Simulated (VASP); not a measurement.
# Hf (I4/mmm) in VASP: a series of runs

The runs below take Hf through single point, with PBEsol.

All numbers are computed with VASP 6.6.1; they aren't measurements. Logs are shortened: lines on timing, memory, paths and dates and some standing lists are left out, and cuts for length are marked.

**1. The cell of the first run**

The structure is tetragonal, space group I4/mmm (No. 139). Conventional cell: a = 3.265 Å, b = 3.265 Å, c = 4.440 Å, α = 90.00°, β = 90.00°, γ = 90.00°. Hf (site symmetry 4/mmm) has 12 Hf at 3.20 to 3.27 Å within 4.2 Å.

**2. Single point, PBEsol (strain +0.040 along x and y, +0.000 along z)**

Contents of INCAR:

```
PREC     = Accurate       # precision mode
ENCUT    = 520            # plane-wave cutoff, eV
EDIFF    = 1E-7           # SCF threshold, eV
ISMEAR   = 0              # smearing method
SIGMA    = 0.15           # smearing width, eV
LREAL    = False          # projectors in reciprocal space
LASPH    = True           # aspherical terms in the spheres
NELM     = 80             # most SCF steps
ALGO     = Normal         # electronic algorithm
ISIF     = 2              # what is computed and relaxed
LWAVE    = False          # write WAVECAR
LCHARG   = False          # write CHGCAR
GGA      = PS             # functional
NBANDS   = 11             # bands
```

Contents of KPOINTS:

```
regular mesh
0
Gamma
  18 18 18
```

Contents of POSCAR:

```
Hf
1.0
    0.0000000000      2.3088000000      2.2200000000
    2.3088000000      0.0000000000      2.2200000000
    2.3088000000      2.3088000000      0.0000000000
Hf
1
Direct
    0.0000000000      0.0000000000      0.0000000000
```

Potentials or basis: VASP PAW PBE potentials, release 64 (Hf_pv).

Command:

```console
cat potpaw_PBE.64/Hf_pv/POTCAR > POTCAR
mpirun -np 1 vasp_std > vasp.out
```

OUTCAR:

```text
PREC = Accurate
   ENCUT = 520
   EDIFF = 1E-7
   ISMEAR = 0
   LREAL = False
   LASPH = True
   NELM = 80
   ISIF = 2
   GGA = PS

 ion  position               nearest neighbor table
   1  0.000  0.000  0.000-

  LATTYP: Found a body centered tetragonal cell.
 ALAT       =     3.2651362728
 C/A-ratio  =     1.3598207331

  Lattice vectors:

 A1 = (   0.0000000000,  -2.3088000000,  -2.2200000000)
 A2 = (   0.0000000000,   2.3088000000,  -2.2200000000)
 A3 = (   2.3088000000,   0.0000000000,   2.2200000000)

Analysis of symmetry for initial positions (statically):
=====================================================================
 Subroutine PRICEL returns:
 Original cell was already a primitive cell.

 Routine SETGRP: Setting up the symmetry group for a
 body centered tetragonal supercell.

 Subroutine GETGRP returns: Found 16 space group operations
 (whereof 16 operations were pure point group operations)
 out of a pool of 16 trial point group operations.

The static configuration has the point symmetry D_4h.

Analysis of symmetry for dynamics (positions and initial velocities):
=====================================================================
 Subroutine PRICEL returns:
 Original cell was already a primitive cell.

 Routine SETGRP: Setting up the symmetry group for a
 body centered tetragonal supercell.

 Subroutine GETGRP returns: Found 16 space group operations
 (whereof 16 operations were pure point group operations)
 out of a pool of 16 trial point group operations.

The dynamic configuration has the point symmetry D_4h.

 Subroutine INISYM returns: Found 16 space group operations
 (whereof 16 operations are pure point group operations),
 and found     1 'primitive' translations

----------------------------------------------------------------------------------------

                                     Primitive cell

  volume of cell :      23.6677

  direct lattice vectors                    reciprocal lattice vectors
     0.000000000  2.308800000  2.220000000    -0.216562717  0.216562717  0.225225225
     2.308800000  0.000000000  2.220000000     0.216562717 -0.216562717  0.225225225
     2.308800000  2.308800000  0.000000000     0.216562717  0.216562717 -0.225225225

  length of vectors
     3.202960730  3.202960730  3.265136273     0.380164731  0.380164731  0.380164731

  position of ions in fractional coordinates (direct lattice)
     0.000000000  0.000000000  0.000000000

  ion indices of the primitive-cell ions
   primitive index   ion index
                 1           1

----------------------------------------------------------------------------------------

 KPOINTS: regular mesh

Automatic generation of k-mesh.
 Grid dimensions read from file:
 generate k-points for:   18   18   18

 Generating k-lattice:

  Cartesian coordinates                     Fractional coordinates (reciprocal lattice)
    -0.012031262  0.012031262  0.012512513     0.055555556 -0.000000000  0.000000000
     0.012031262 -0.012031262  0.012512513    -0.000000000  0.055555556  0.000000000
     0.012031262  0.012031262 -0.012512513     0.000000000  0.000000000  0.055555556

  Length of vectors
     0.021120263  0.021120263  0.021120263

  Shift w.r.t. Gamma in fractional coordinates (k-lattice)
     0.000000000  0.000000000  0.000000000

 Subroutine IBZKPT returns following result:
 ===========================================

 Found    480 irreducible k-points:

 Following reciprocal coordinates:
            Coordinates               Weight
  0.000000  0.000000  0.000000      1.000000
  0.055556  0.000000  0.000000      8.000000
  0.111111  0.000000  0.000000      8.000000
  0.166667 -0.000000  0.000000      8.000000
  0.222222  0.000000  0.000000      8.000000
  0.277778  0.000000  0.000000      8.000000
[... 16 lines left out ...]
 -0.277778  0.055556  0.000000      8.000000
 -0.222222  0.055556  0.000000      8.000000
 [... further k-points ...]
   k-points           NKPTS =    480   k-points in BZ     NKDIM =    480   number of bands    NBANDS=     11
   number of dos      NEDOS =    301   number of ions     NIONS =      1
   total plane-waves  NPLWV =  13824
   dimension x,y,z NGX =    24 NGY =   24 NGZ =   24
   dimension x,y,z NGXF=    48 NGYF=   48 NGZF=   48
   ions per type =               1
   NGX,Y,Z   is equivalent  to a cutoff of  12.46, 12.46, 12.22 a.u.
   NGXF,Y,Z  is equivalent  to a cutoff of  24.91, 24.91, 24.44 a.u.
 SYSTEM =  unknown system
   PREC   = accura    normal or accurate (medium, high low for compatibility)
   ISTART =      0    job   : 0-new  1-cont  2-samecut
   ICHARG =      2    charge: 1-file 2-atom 10-const
   ISPIN  =      1    spin polarized calculation?
   LNONCOLLINEAR =      F non collinear calculations
   LSORBIT =      F    spin-orbit coupling
   LASPH  =      T    aspherical Exc in radial PAW
   ENCUT  =  520.0 eV  38.22 Ry    6.18 a.u.   5.96  5.96  6.07*2*pi/ulx,y,z
   NELM   =     80;   NELMIN=  2; NELMDL= -5     # of ELM steps
   EDIFF  = 0.1E-06   stopping-criterion for ELM
   LREAL  =      F    real-space projection
   EDIFFG = 0.1E-05   stopping-criterion for IOM
   NSW    =      0    number of steps for IOM
   IBRION =     -1    ionic relax: 0-MD 1-quasi-New 2-CG
   NFREE  =      0    steps in history (QN), initial steepest desc. (CG)
   ISIF   =      2    stress and relaxation
   ISYM   =      2    0-nonsym 1-usesym 2-fastsym
   POTIM  = 0.5000    time-step for ionic-motion
   TEBEG  =    0.0;   TEEND  =   0.0 temperature during run
   PSTRESS=    0.0 pullay stress
   NELECT =      10.0000    total number of electrons
   NUPDOWN=      -1.0000    fix difference up-down
   EMIN   =  10.00;   EMAX   =-10.00  energy-range for DOS
   EFERMI =   0.00;   METHOD = LEGACY
   ISMEAR =     0;   SIGMA  =   0.15  broadening in eV -4-tet -1-fermi 0-gaus
   EFERMI_NEDOS =   21; number of points for ismear=-14 and -15
   IALGO  =     38    algorithm
   IMIX   =      4    mixing-type and parameters
     AMIX     =   0.40;   BMIX     =  1.00
     AMIX_MAG =   1.60;   BMIX_MAG =  1.00
  volume/ion in A,a.u.               =      23.67       159.72
  Fermi-wavevector in a.u.,A,eV,Ry     =   1.228447  2.321428 20.532296  1.509081
  Thomas-Fermi vector in A             =   2.363372
   LORBIT       =      0    0 simple, 1 ext, 2 COOP (PROOUT), +10 PAW based schemes
   GGA     = PS    functional components
   LHFCALC =     F    Hartree Fock is set to
   AEXX    =    0.0000 exact exchange contribution
   IVDW    =     0    specifies the selected vdW correction
   LEPSILON=     F    determine dielectric tensor
   LRPA    =     F    only Hartree local field effects (RPA)
 non-spin polarized calculation
 Gauss-broadening in eV      SIGMA  =   0.15
  energy-cutoff  :      520.00
  volume of cell :       23.67
 maximum number of plane-waves:       652
   NGX = 11   NGY = 11   NGZ = 13

 number of electron      10.0000002 magnetization

 Free energy of the ion-electron system (eV)
  ---------------------------------------------------
  ext. energy  EPLUGINS =         0.00000000
  ---------------------------------------------------
  free energy    TOTEN  =       -10.37357120 eV

  energy without entropy =      -10.35490480  energy(sigma->0) =      -10.36423800

 E-fermi :   4.2024     XC(G=0): -11.1388

 val. band max:        4.2003495740   @ k =  -0.3333   0.3889   0.1667
 cond. band min:       4.2047488657   @ k =   0.5000   0.2778   0.2222
 fundamental gap:      0.0043992918
 Fermi energy:         4.2023699251

 k-point     1 :       0.0000    0.0000    0.0000
  band No.  band energies     occupation
      1     -25.9742      2.00000
      2     -25.9742      2.00000
      3     -25.9710      2.00000
      4      -2.8173      2.00000
      5       5.4344      0.00000
      6       5.4344      0.00000
      7       5.8479      0.00000
      8       7.8387      0.00000
      9       8.4235      0.00000
     10      15.4071      0.00000
     11      17.0436      0.00000

 k-point     2 :       0.0556    0.0000    0.0000
  band No.  band energies     occupation
      1     -25.9946      2.00000
      2     -25.9776      2.00000
      3     -25.9743      2.00000
      4      -2.7156      2.00000
      5       5.3788      0.00000
      6       5.4825      0.00000
      7       5.8489      0.00000
      8       7.7952      0.00000
      9       8.3625      0.00000
     10      15.6349      0.00000
     11      17.0430      0.00000

 k-point     3 :       0.1111    0.0000    0.0000
  band No.  band energies     occupation
      1     -26.0560      2.00000
      2     -25.9872      2.00000
      3     -25.9807      2.00000
      4      -2.4182      2.00000
      5       5.1610      0.00000
      6       5.6037      0.00000
      7       5.9248      0.00000
      8       7.7046      0.00000
      9       8.2163      0.00000
     10      16.2359      0.00000
     11      17.0396      0.00000

 k-point     4 :       0.1667   -0.0000    0.0000
  band No.  band energies     occupation
      1     -26.1489      2.00000
      2     -26.0019      2.00000
      3     -25.9903      2.00000
      4      -1.9493      2.00000
      5       4.8272      0.00000
      6       5.7216      0.00000
      7       6.0597      0.00000
      8       7.6825      0.00000
      9       8.0886      0.00000
     10      16.4923      0.00000
     11      17.0438      0.00000
[... 239 lines left out ...]
 k-point    22 :      -0.3333    0.0556    0.0000
  band No.  band energies     occupation
      1     -26.5079      2.00000
      2     -26.0572      2.00000
      3     -26.0538      2.00000
      4       0.1638      2.00000
      5       4.1511      1.37085
      6       5.4524      0.00000
      7       5.7179      0.00000
      8       8.7512      0.00000
      9       9.4860      0.00000
     10      14.1809      0.00000
     11      16.6796      0.00000

 k-point    23 :      -0.2778    0.0556    0.0000
  band No.  band energies     occupation
      1     -26.4072      2.00000
      2     -26.0439      2.00000
      3     -26.0385      2.00000
      4      -0.4184      2.00000
      5       4.1731      1.21769
      6       5.6423      0.00000
      7       5.8764      0.00000
      8       8.0892      0.00000
      9       9.0048      0.00000
     10      14.9419      0.00000
     11      17.0383      0.00000

 k-point    24 :      -0.2222    0.0556    0.0000
  band No.  band energies     occupation
      1     -26.2944      2.00000
      2     -26.0311      2.00000
      3     -26.0192      2.00000
      4      -1.0738      2.00000
      5       4.3578      0.14290
      6       5.8088      0.00000
      7       6.0249      0.00000
      8       7.5777      0.00000
      9       8.5986      0.00000
     10      15.7362      0.00000
     11      17.0462      0.00000

 [... further k-points ...]

------------------------ aborting loop because EDIFF is reached ----------------------------------------

  FORCE on cell =-STRESS in cart. coord.  units (eV):
  Direction    XX          YY          ZZ          XY          YZ          ZX
  --------------------------------------------------------------------------------------
  -------------------------------------------------------------------------------------
  Total       -1.4183966     -1.4183966     -1.1267553      0.0000000      0.0000000      0.0000000
  in kB      -96.0180002    -96.0180002    -76.2754156      0.0000000      0.0000000      0.0000000
  external PRESSURE =     -89.4371386 kB  Pullay stress =       0.0000000 kB

 VOLUME and BASIS-vectors are now :
 -----------------------------------------------------------------------------
  energy-cutoff  :      520.00
  volume of cell :       23.67
      direct lattice vectors                 reciprocal lattice vectors
     0.000000000  2.308800000  2.220000000    -0.216562717  0.216562717  0.225225225
     2.308800000  0.000000000  2.220000000     0.216562717 -0.216562717  0.225225225
     2.308800000  2.308800000  0.000000000     0.216562717  0.216562717 -0.225225225

 POSITION                                       TOTAL-FORCE (eV/Angst)
 -----------------------------------------------------------------------------------
      0.00000      0.00000      0.00000         0.000000      0.000000      0.000000
 -----------------------------------------------------------------------------------
    total drift:                               -0.000000      0.000000      0.000000

  FREE ENERGIE OF THE ION-ELECTRON SYSTEM (eV)
  ---------------------------------------------------
  free  energy   TOTEN  =       -10.3735711982 eV

  energy  without entropy=      -10.3549047999  energy(sigma->0) =      -10.36423800
```

Run time: 81 s. Hardware: 1 thread of Intel Xeon 8259CL, shared host; peak memory 0.24 GiB.

What came out:

| Quantity | Value |
| --- | --- |
| Free energy | -10.3736 eV |
| Pressure | -8.9 GPa |
| Band gap on the k mesh | zero (bands 5 and 6 overlap by 1.94 eV) |

Caveat: the cell differs from its parent crystal (strain +0.040 along x and y, +0.000 along z); the cell stands under tension; the PAW data sets were made with another functional, which shifts forces and pressure a little; spin-orbit coupling is left out, which moves the levels of the heavy elements.

**3. Single point, PBEsol (strain +0.080 along x and y, -0.040 along z)**

Contents of INCAR:

```
SYSTEM = Hf
PREC     = Accurate       ! precision mode
ENCUT    = 520            ! plane-wave cutoff, eV
EDIFF    = 1E-6           ! SCF threshold, eV
ISMEAR   = 0              ! smearing method
SIGMA    = 0.15           ! smearing width, eV
LREAL    = .FALSE.        ! projectors in reciprocal space
LASPH    = .TRUE.         ! aspherical terms in the spheres
NELM     = 80             ! most SCF steps
ALGO     = Fast           ! electronic algorithm
ISIF     = 2              ! what is computed and relaxed
LWAVE    = .FALSE.        ! write WAVECAR
LCHARG   = .FALSE.        ! write CHGCAR
GGA      = PS             ! functional
NBANDS   = 11             ! bands
```

Contents of KPOINTS:

```
Automatic mesh
0
G
  18 18 18
  0 0 0
```

Contents of POSCAR:

```
Hf
1.0
    0.0000000000      2.3976000000      2.1312000000
    2.3976000000      0.0000000000      2.1312000000
    2.3976000000      2.3976000000      0.0000000000
Hf
1
Direct
    0.0000000000      0.0000000000      0.0000000000
```

Potentials or basis: VASP PAW PBE potentials, release 64 (Hf_pv).

Command:

```console
cat potpaw_PBE.64/Hf_pv/POTCAR > POTCAR
mpirun -np 1 vasp_std > vasp.out
```

Wall time 2.2 min (1 thread of Intel Xeon 8259CL, shared host); peak memory 0.25 GiB.

Results (log left out):

* Free energy: -10.2937 eV
* Pressure: -11.5 GPa
* Band gap on the k mesh: zero (bands 5 and 6 overlap by 1.98 eV)

Stress tensor (GPa, compression positive):
```
-13.00   0.00   0.00
  0.00 -13.00   0.00
  0.00   0.00  -8.56
```

Levels at points of the mesh, in eV from the Fermi level:
| k point | band 3 | band 4 | band 5 | band 6 | band 7 | band 8 |
| --- | --- | --- | --- | --- | --- | --- |
| (0.00, 0.00, 0.00) | -30.28 | -6.87 | 1.07 | 1.07 | 2.20 | 2.94 |
| (0.50, 0.00, 0.00) | -30.32 | -3.35 | 0.41 | 0.51 | 1.92 | 5.23 |
| (0.50, 0.50, 0.00) | -30.58 | -2.67 | -1.98 | 3.40 | 5.68 | 6.22 |
| (0.50, 0.00, 0.50) | -30.40 | -2.99 | -1.60 | 1.59 | 5.37 | 5.61 |

Caveat: the cell differs from its parent crystal (strain +0.080 along x and y, -0.040 along z); the cell stands under tension; the PAW data sets were made with another functional, which shifts forces and pressure a little; spin-orbit coupling is left out, which moves the levels of the heavy elements.

(Part 1 of 2 ends here.)
